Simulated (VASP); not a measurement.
## Ge: relaxation of cell and atoms with PBEsol

The system is Ge.

```xyz
2
Lattice="-2.4271 2.4271 1.3742 2.4271 -2.4271 1.3742 2.4271 2.4271 -1.3742" Properties=species:S:1:pos:R:3 pbc="T T T"
Ge    2.4271    0.0000    0.6871
Ge    0.0000    0.0000    1.3742
```

```yaml
Program: VASP 6.6.1
Task: relaxation of cell and atoms
Functional: PBEsol
Potentials_or_basis: VASP PAW PBE potentials, release 64 (Ge_d)
Cutoff: 600 eV
k_mesh: 18 × 18 × 18
Occupations: fermi-dirac, width 0.1 eV
Spin: no spin polarisation
Target_pressure: 13.3 GPa
Dipole_correction: no
Further_INCAR_settings: ALGO = Normal; EDIFF = 1e-07; IBRION = 2; EDIFFG = -0.002; NSW = 80; ISIF = 3
```

| Property | Result |
| --- | --- |
| Relaxed volume | 16.19 Å³/atom |
| Relaxed cell | a = 3.722 Å, b = 3.722 Å, c = 3.722 Å, α = 97.49°, β = 97.49°, γ = 137.67° |
| Space group after relaxing (to 0.05 Å) | I4_1/amd (No. 141) |
| Energy change on relaxing (the enthalpy is what falls) | -5.3 meV/atom |
| Ionic steps | 12 |
| Pressure after relaxing | 13.3 GPa |
| Band gap on the k mesh | zero (band 14 reaches 10.38 eV, above the bottom of band 15 at 4.06 eV) |

Step by step:
```tsv
step	energy change (eV)	largest force (eV/Å)	pressure (GPa)	volume (Å³)
1	0.0000	0.0000	13.50	32.38
2	-0.0174	0.0000	12.99	32.47
3	-0.0208	0.0000	12.82	32.50
4	-0.0211	0.0000	12.84	32.50
5	-0.0019	0.0000	13.66	32.27
6	-0.0109	0.0000	13.34	32.38
7	-0.0117	0.0000	13.24	32.39
8	-0.0112	0.0000	13.24	32.38
9	-0.0108	0.0000	13.32	32.38
10	-0.0110	0.0000	13.29	32.38
11	-0.0110	0.0000	13.28	32.38
12	-0.0105	0.0000	13.32	32.37
```

Final structure:
```
Ge
1.0
    -2.45425    2.45425    1.34365
     2.45425   -2.45425    1.34365
     2.45425    2.45425   -1.34365
Ge
2
Direct
  0.25000 0.75000 0.50000
  0.50000 0.50000 0.00000
```

Levels at points of the mesh, in eV from the Fermi level:
```tsv
k point	band 11	band 12	band 13	band 14	band 15	band 16	band 17	band 18
(0.00, 0.00, 0.00)	-14.58	-3.49	-2.73	-2.73	2.96	8.61	8.61	9.09
(0.50, 0.00, 0.00)	-8.50	-7.11	-2.43	-2.35	-1.71	2.21	4.04	6.27
(0.50, 0.50, 0.00)	-11.48	-11.48	0.61	0.61	2.32	2.32	8.18	8.18
(0.50, 0.50, 0.50)	-9.30	-9.30	-6.88	-6.88	6.52	6.52	12.82	12.82
```

Run time: 23 min on 1 thread of Intel(R) Xeon(R) Platinum 8375C CPU @ 2.90GHz (Ice Lake), on a shared host, peak memory 0.41 GiB.

Caveat: the cell is relaxed towards a set pressure, so the enthalpy falls and the energy may rise; the PAW data sets were made with another functional, which shifts forces and pressure a little.
